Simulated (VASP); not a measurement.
Wanted: the native input for a VASP 6.6.1 run.

```
Task                   : single point
Functional             : LDA
Potentials or basis    : VASP PAW LDA potentials, release 64 (Sn_d, O_h)
Cutoff                 : 1340 eV
k mesh                 : 10 × 10 × 8
Occupations            : gaussian, width 0.15 eV
Spin                   : no spin polarisation
Dipole correction      : no
Further INCAR settings : ALGO = Normal; EDIFF = 1e-06; NBANDS = 28
```

The structure of SnO lies in POSCAR:

```
SnO
1.0
    3.7657594054      0.0000000000      0.0000000000
    0.0000000000      3.7657594054      0.0000000000
    0.0000000000      0.0000000000      4.4234000000
Sn O
2 2
Direct
    0.0000000000      0.5000000000      0.2455950842
    0.5000000000      0.0000000000      0.7544049158
    0.0000000000      0.0000000000      0.0000000000
    0.5000000000      0.5000000000      0.0000000000
```

One way to write it, as run:

INCAR

```
SYSTEM = SnO
PREC = Accurate
ENCUT = 1340
EDIFF = 1E-6
ISMEAR = 0
SIGMA = 0.15
LREAL = .FALSE.
LASPH = .TRUE.
NELM = 120
ALGO = Normal
ISIF = 2
LWAVE = .FALSE.
LCHARG = .FALSE.
NBANDS = 28
GGA_COMPAT = .FALSE.
```

KPOINTS

```
Automatic mesh
0
G
  10 10 8
  0 0 0
```

Potentials or basis: VASP PAW LDA potentials, release 64 (Sn_d, O_h).

Launch:

```console
$ cat potpaw_LDA.64/Sn_d/POTCAR potpaw_LDA.64/O_h/POTCAR > POTCAR
$ mpirun -np 1 vasp_std > vasp.out
```

It gave:

```json
{
 "Pressure": "5.7 GPa",
 "Largest force": "1.052 eV/Å",
 "Band gap on the k mesh": "zero (bands 20 and 21 overlap by 0.12 eV)"
}
```

Caveat: the cell stands under pressure; semilocal functionals underestimate gaps, and a narrow one can read as zero; spin-orbit coupling is left out, which moves the levels of the heavy elements; forces of over 1 eV/Å act on the atoms, so gaps and moduli don't describe the material at rest.

Wall time 5.3 min on 1 thread of Intel(R) Xeon(R) 6975P-C (Granite Rapids), on a shared host, peak memory 0.73 GiB.
